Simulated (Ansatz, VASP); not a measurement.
# TiSi: VASP beside Ansatz

The input POSCAR:

```
TiSi
1.0
    1.8706633400     -2.1811527200      0.0000000000
    1.8706633400      2.1811527200      0.0000000000
    0.0000000000      0.0000000000      3.8039340000
Ti Si
1 1
Direct
    0.5000000000      0.5000000000      0.0000000000
    0.0000000000      0.0000000000      0.5000000000
```

The input INCAR.step1:

```
  PREC = Accurate
  ENCUT = 520
  ISMEAR = 0
  SIGMA = 0.15
  LREAL = F
  LASPH = T
  NELM = 80
  NBANDS = 15
  GGA = PE
  ALGO = Normal
  EDIFF = 1E-4
  LWAVE = T
  LCHARG = F
```

INCAR.step2

```
  PREC = Accurate
  ENCUT = 520
  EDIFF = 1E-6
  ISMEAR = 0
  SIGMA = 0.15
  LREAL = F
  LASPH = T
  NELM = 80
  ALGO = Normal
  ISIF = 2
  LWAVE = F
  LCHARG = F
  METAGGA = R2SCAN
  LMIXTAU = T
  NBANDS = 15
  ISTART = 1
```

The input KPOINTS:

```
Automatic mesh
0
Gamma
  18 18 12
```

Input for Ansatz:

```yaml
crystal:
  lattice:
    - [1.87066334, -2.18115272, 0.0]
    - [1.87066334, 2.18115272, 0.0]
    - [0.0, 0.0, 3.803934]
  atoms:
    - { symbol: Ti, position: [0.5, 0.5, 0.0] }
    - { symbol: Si, position: [0.0, 0.0, 0.5] }
basis:
  ecutwfc: 500
kpoints:
  mp_grid: { grid: [18, 18, 12] }
hamiltonian:
  xc: r2scan
scf:
  occupations: { method: gaussian, width: 0.15 }
output:
  forces: true
  stress: true
  eigenvalues: true
```

Change from the starting cell: strain +0.030 along x and y, +0.000 along z, atoms carried along.

Alike in both runs: task single point; functional r2SCAN; k mesh 18 × 18 × 12; occupations gaussian, width 0.15 eV; no spin polarisation.

```csv
,VASP,Ansatz
version,VASP 6.6.1,Ansatz 0.2.0
potentials or method,"VASP PAW PBE potentials, release 64 (Ti_sv, Si), cutoff 520 eV","scalar-relativistic, plane waves, PAW"
valence electrons in the cell,16,16
```

Ansatz gave:

```
gap on the k mesh at the Fermi level (eV)                     : none
pressure (GPa)                                                : -8.3
traceless stress, the component that is largest in VASP (GPa) : -1.59
```

What did VASP give for the same quantities?

gap on the k mesh at the Fermi level (eV): none; pressure (GPa): -8.0; traceless stress, the component that is largest in VASP (GPa): -1.62.

VASP's potentials were made for PBE, not for r2SCAN. A gap of «none» marks a metal or a gap that the smearing closes. With one functional, cell and mesh, what is left measures potentials, basis and numerics.
